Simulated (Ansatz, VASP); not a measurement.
# TePb: VASP beside Ansatz

The input INCAR:

```
ALGO     = Normal         # electronic algorithm
EDIFF    = 1E-6           # SCF threshold, eV
ENCUT    = 500            # plane-wave cutoff, eV
GGA      = PE             # functional
GGA_COMPAT= F            
ISIF     = 2              # what is computed and relaxed
ISMEAR   = 0              # smearing method
LASPH    = T              # aspherical terms in the spheres
LCHARG   = F              # write CHGCAR
LREAL    = F              # projectors in reciprocal space
LWAVE    = F              # write WAVECAR
NBANDS   = 17             # bands
NELM     = 120            # most SCF steps
PREC     = Accurate       # precision mode
SIGMA    = 0.05           # smearing width, eV
```

The input KPOINTS:

```
k-points
0
Gamma
  6 6 6
```

Contents of POSCAR:

```
TePb
1.0
    0.0000000000      3.2270013417      3.2270013417
    3.2270013417      0.0000000000      3.2270013417
    3.2270013417      3.2270013417      0.0000000000
Pb Te
1 1
Direct
    0.5000000000      0.5000000000      0.5000000000
    0.0000000000      0.0000000000      0.0000000000
```

Input for Ansatz:

```yaml
crystal:
  lattice:
    - [0.0, 3.2270013417, 3.2270013417]
    - [3.2270013417, 0.0, 3.2270013417]
    - [3.2270013417, 3.2270013417, 0.0]
  atoms:
    - { symbol: Pb, position: [0.5, 0.5, 0.5] }
    - { symbol: Te, position: [0.0, 0.0, 0.0] }
basis:
  ecutwfc: 420
  ecutrho_ratio: 4
kpoints:
  mp_grid: { grid: [6, 6, 6] }
hamiltonian:
  xc: pbe
scf:
  occupations: { method: gaussian, width: 0.05 }
output:
  forces: true
  stress: true
  eigenvalues: true
```

Alike in both runs: task single point; functional PBE; k mesh 6 × 6 × 6; occupations gaussian, width 0.05 eV; no spin polarisation.

```csv
,VASP,Ansatz
version,VASP 6.6.1,Ansatz 0.2.0
potentials or method,"VASP PAW PBE potentials, release 64 (Pb_d, Te), cutoff 500 eV","scalar-relativistic, plane waves, PAW"
valence electrons in the cell,20,30
```

|  | VASP | Ansatz | Ansatz less VASP |
| --- | --- | --- | --- |
| gap on the k mesh at the Fermi level (eV) | 0.73 | 0.72 | -0.005 |
| least direct gap on the mesh (eV) | 0.73 | 0.72 | -0.005 |
| pressure (GPa) | 2.3 | 2.3 | +0.06 |

The functional is the same, so the differences come from potentials, cutoffs and numerics. VASP's potentials hold 20 valence electrons a cell and Ansatz's 30, so a difference there can come from the potentials and not from the codes.

Spin-orbit coupling is off throughout.
